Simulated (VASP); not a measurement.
# CoBi (rocksalt type) in VASP: settings compared

The runs below take CoBi (rocksalt type) through single point, relaxation of cell and atoms, with PBE, LDA.

Program: VASP 6.6.1. These are calculated values, not measurements. Logs are shortened: lines on timing, memory, paths and dates and some standing lists are left out, and cuts for length are marked.

## Step 1: The cell of the first run

It takes space group I4/mmm (No. 139, tetragonal). The conventional cell has a = 3.838 Å, b = 3.838 Å, c = 5.347 Å, α = 90.00°, β = 90.00°, γ = 90.00°. Co (site symmetry 4/mmm) has 6 Bi at 2.67 to 2.71 Å within 3.5 Å. Bi (site symmetry 4/mmm) has 6 Co at 2.67 to 2.71 Å within 3.5 Å.

## Step 2: Single point, PBE, collinear spin, ferromagnetic start (z stretched by -1 % at fixed volume)

INCAR

```
PREC = Accurate ; ENCUT = 600
EDIFF = 1E-6 ; ISMEAR = -1
SIGMA = 0.05 ; LREAL = F
LASPH = T ; NELM = 200
ALGO = Normal ; ISIF = 2
LWAVE = F ; LCHARG = F
ISPIN = 2 ; MAGMOM = 2 0
LORBIT = 11 ; LMAXMIX = 4
GGA = PE ; NBANDS = 23
GGA_COMPAT = F
```

KPOINTS

```
regular mesh
0
Gamma
  13 13 13
```

POSCAR

```
CoBi
1.0
    0.0000000000      2.7139376789      2.6733305565
    2.7139376789      0.0000000000      2.6733305565
    2.7139376789      2.7139376789      0.0000000000
Co Bi
1 1
Direct
    0.0000000000      0.0000000000      0.0000000000
    0.5000000000      0.5000000000      0.5000000000
```

Potentials or basis: VASP PAW PBE potentials, release 64 (Co, Bi_d).

Run with:

```bash
$ cat potpaw_PBE.64/Co/POTCAR potpaw_PBE.64/Bi_d/POTCAR > POTCAR
$ mpirun -np 1 vasp_std > vasp.out
```

OUTCAR:

```text
PREC = Accurate
   ENCUT = 600
   EDIFF = 1E-6
   ISMEAR = -1
   LREAL = F
   LASPH = T
   NELM = 200
   ISIF = 2
   ISPIN = 2
   LORBIT = 11
   GGA = PE

 ion  position               nearest neighbor table
   1  0.000  0.000  0.000-   2 2.67   2 2.67   2 2.71   2 2.71   2 2.71   2 2.71
   2  0.500  0.500  0.500-   1 2.67   1 2.67   1 2.71   1 2.71   1 2.71   1 2.71

  LATTYP: Found a body centered tetragonal cell.
 ALAT       =     3.8380874729
 C/A-ratio  =     1.3930534806

  Lattice vectors:

 A1 = (   0.0000000000,  -2.7139376789,  -2.6733305565)
 A2 = (   0.0000000000,   2.7139376789,  -2.6733305565)
 A3 = (   2.7139376789,   0.0000000000,   2.6733305565)

Analysis of symmetry for initial positions (statically):
=====================================================================
 Subroutine PRICEL returns:
 Original cell was already a primitive cell.

 Routine SETGRP: Setting up the symmetry group for a
 body centered tetragonal supercell.

 Subroutine GETGRP returns: Found 16 space group operations
 (whereof 16 operations were pure point group operations)
 out of a pool of 16 trial point group operations.

The static configuration has the point symmetry D_4h.

Analysis of symmetry for dynamics (positions and initial velocities):
=====================================================================
 Subroutine PRICEL returns:
 Original cell was already a primitive cell.

 Routine SETGRP: Setting up the symmetry group for a
 body centered tetragonal supercell.

 Subroutine GETGRP returns: Found 16 space group operations
 (whereof 16 operations were pure point group operations)
 out of a pool of 16 trial point group operations.

The dynamic configuration has the point symmetry D_4h.

Analysis of structural, dynamic, and magnetic symmetry:
=====================================================================
 Subroutine PRICEL returns:
 Original cell was already a primitive cell.

 Routine SETGRP: Setting up the symmetry group for a
 body centered tetragonal supercell.

 Subroutine GETGRP returns: Found 16 space group operations
 (whereof 16 operations were pure point group operations)
 out of a pool of 16 trial point group operations.

The overall configuration has the point symmetry D_4h.

 Subroutine INISYM returns: Found 16 space group operations
 (whereof 16 operations are pure point group operations),
 and found     1 'primitive' translations

----------------------------------------------------------------------------------------

                                     Primitive cell

  volume of cell :      39.3806

  direct lattice vectors                    reciprocal lattice vectors
     0.000000000  2.713937679  2.673330556    -0.184234149  0.184234149  0.187032613
     2.713937679  0.000000000  2.673330556     0.184234149 -0.184234149  0.187032613
     2.713937679  2.713937679  0.000000000     0.184234149  0.184234149 -0.187032613

  length of vectors
     3.809482116  3.809482116  3.838087473     0.320726741  0.320726741  0.320726741

  position of ions in fractional coordinates (direct lattice)
     0.000000000  0.000000000  0.000000000
     0.500000000  0.500000000  0.500000000

  ion indices of the primitive-cell ions
   primitive index   ion index
                 1           1
                 2           2

----------------------------------------------------------------------------------------

 KPOINTS: regular mesh

Automatic generation of k-mesh.
 Grid dimensions read from file:
 generate k-points for:   13   13   13

 Generating k-lattice:

  Cartesian coordinates                     Fractional coordinates (reciprocal lattice)
    -0.014171858  0.014171858  0.014387124     0.076923077  0.000000000  0.000000000
     0.014171858 -0.014171858  0.014387124     0.000000000  0.076923077  0.000000000
     0.014171858  0.014171858 -0.014387124     0.000000000  0.000000000  0.076923077

  Length of vectors
     0.024671288  0.024671288  0.024671288

  Shift w.r.t. Gamma in fractional coordinates (k-lattice)
     0.000000000  0.000000000  0.000000000

 Subroutine IBZKPT returns following result:
 ===========================================

 Found    196 irreducible k-points:

 Following reciprocal coordinates:
            Coordinates               Weight
  0.000000  0.000000  0.000000      1.000000
  0.076923  0.000000  0.000000      8.000000
  0.153846  0.000000  0.000000      8.000000
  0.230769 -0.000000  0.000000      8.000000
  0.307692  0.000000  0.000000      8.000000
  0.384615 -0.000000  0.000000      8.000000
[... 16 lines left out ...]
  0.384615  0.153846  0.000000      8.000000
  0.461538  0.153846  0.000000      8.000000
 [... further k-points ...]
   k-points           NKPTS =    196   k-points in BZ     NKDIM =    196   number of bands    NBANDS=     23
   number of dos      NEDOS =    301   number of ions     NIONS =      2
   total plane-waves  NPLWV =  28800
   dimension x,y,z NGX =    30 NGY =   30 NGZ =   32
[... 85 lines left out ...]
      2     -13.6638      1.00000
      3     -13.6303      1.00000
      4     -13.6287      1.00000
      5     -13.6274      1.00000
      6      -4.0070      1.00000
[... 15 lines left out ...]
     22      19.9565      0.00000
     23      23.6883      0.00000

 k-point     3 :       0.1538    0.0000    0.0000
  band No.  band energies     occupation
      1     -13.6635      1.00000
      2     -13.6628      1.00000
      3     -13.6281      1.00000
      4     -13.6201      1.00000
      5     -13.6196      1.00000
      6      -3.7608      1.00000
[... 15 lines left out ...]
     22      21.6343      0.00000
     23      24.7458      0.00000
[... 495 lines left out ...]
 k-point    23 :       0.3846    0.1538    0.0000
  band No.  band energies     occupation
      1     -13.6702      1.00000
      2     -13.6540      1.00000
      3     -13.6293      1.00000
      4     -13.5860      1.00000
      5     -13.5744      1.00000
      6      -2.4347      1.00000
[... 15 lines left out ...]
     22      25.6662      0.00000
     23      26.5844      0.00000

 k-point    24 :       0.4615    0.1538    0.0000
  band No.  band energies     occupation
      1     -13.6715      1.00000
      2     -13.6548      1.00000
      3     -13.6208      1.00000
      4     -13.5815      1.00000
      5     -13.5670      1.00000
      6      -1.9690      1.00000
[... 15 lines left out ...]
     22      25.5381      0.00000
     23      26.1971      0.00000

 [... further k-points ...]

 spin component 2

 k-point     1 :       0.0000    0.0000    0.0000
  band No.  band energies     occupation
      1     -13.6690      1.00000
      2     -13.6674      1.00000
      3     -13.6361      1.00000
      4     -13.6361      1.00000
      5     -13.6342      1.00000
      6      -4.1115      1.00000
[... 15 lines left out ...]
     22      19.6536      0.00000
     23      23.3475      0.00000

 k-point     2 :       0.0769    0.0000    0.0000
  band No.  band energies     occupation
      1     -13.6682      1.00000
      2     -13.6668      1.00000
      3     -13.6349      1.00000
      4     -13.6333      1.00000
      5     -13.6320      1.00000
      6      -4.0283      1.00000
[... 15 lines left out ...]
     22      19.9834      0.00000
     23      23.7798      0.00000

 k-point     3 :       0.1538    0.0000    0.0000
  band No.  band energies     occupation
      1     -13.6672      1.00000
      2     -13.6659      1.00000
      3     -13.6327      1.00000
      4     -13.6246      1.00000
      5     -13.6241      1.00000
      6      -3.7828      1.00000
[... 15 lines left out ...]
     22      21.6319      0.00000
     23      24.8152      0.00000
[... 495 lines left out ...]
 k-point    23 :       0.3846    0.1538    0.0000
  band No.  band energies     occupation
      1     -13.6736      1.00000
      2     -13.6578      1.00000
      3     -13.6339      1.00000
      4     -13.5904      1.00000
      5     -13.5786      1.00000
      6      -2.4601      1.00000
[... 15 lines left out ...]
     22      25.6673      0.00000
     23      26.5817      0.00000

 k-point    24 :       0.4615    0.1538    0.0000
  band No.  band energies     occupation
      1     -13.6750      1.00000
      2     -13.6587      1.00000
      3     -13.6254      1.00000
      4     -13.5858      1.00000
      5     -13.5712      1.00000
      6      -1.9965      1.00000
[... 15 lines left out ...]
     22      25.5485      0.00000
     23      26.2272      0.00000

 [... further k-points ...]

------------------------ aborting loop because EDIFF is reached ----------------------------------------

  FORCE on cell =-STRESS in cart. coord.  units (eV):
  Direction    XX          YY          ZZ          XY          YZ          ZX
  --------------------------------------------------------------------------------------
  -------------------------------------------------------------------------------------
  Total       -0.1599714     -0.1599714      0.2908176      0.0000000     -0.0000000      0.0000000
  in kB       -6.5083458     -6.5083458     11.8317473      0.0000000     -0.0000000      0.0000000
  external PRESSURE =      -0.3949814 kB  Pullay stress =       0.0000000 kB

 VOLUME and BASIS-vectors are now :
 -----------------------------------------------------------------------------
  energy-cutoff  :      600.00
  volume of cell :       39.38
      direct lattice vectors                 reciprocal lattice vectors
     0.000000000  2.713937679  2.673330556    -0.184234149  0.184234149  0.187032613
     2.713937679  0.000000000  2.673330556     0.184234149 -0.184234149  0.187032613
     2.713937679  2.713937679  0.000000000     0.184234149  0.184234149 -0.187032613

 POSITION                                       TOTAL-FORCE (eV/Angst)
 -----------------------------------------------------------------------------------
      0.00000      0.00000      0.00000         0.000000      0.000000      0.000000
      2.71394      2.71394      2.67333         0.000000      0.000000     -0.000000
 -----------------------------------------------------------------------------------
    total drift:                                0.000000      0.000000      0.000000

  FREE ENERGIE OF THE ION-ELECTRON SYSTEM (eV)
  ---------------------------------------------------
  free  energy   TOTEN  =        -9.8454992180 eV

  energy  without entropy=       -9.8291151654  energy(sigma->0) =       -9.83730719

 total charge

# of ion       s       p       d       tot
------------------------------------------
    1        0.398   0.282   7.486   8.165
    2        1.459   1.487   9.948  12.894
--------------------------------------------------
tot          1.857   1.769  17.434  21.060

 magnetization (x)

# of ion       s       p       d       tot
------------------------------------------
    1        0.023   0.002   0.558   0.583
    2        0.010  -0.047   0.006  -0.031
--------------------------------------------------
tot          0.034  -0.045   0.563   0.552
```

Run time: 4.2 min. Hardware: 1 thread of Intel Xeon Platinum 8488C (Sapphire Rapids), shared host; peak memory 0.45 GiB.

Results:

- Free energy: -9.8455 eV
- Pressure: 0.0 GPa
- Net moment: 0.54 μB per cell
- Site moments: Co +0.58; Bi -0.03 μB
- Valence electrons inside the program's atomic spheres: Co 8.16; Bi 12.89

Stress tensor (GPa, compression positive):
```
-0.65  0.00  0.00
 0.00 -0.65  0.00
 0.00  0.00  1.18
```

(Continued in part 2 of 2.)
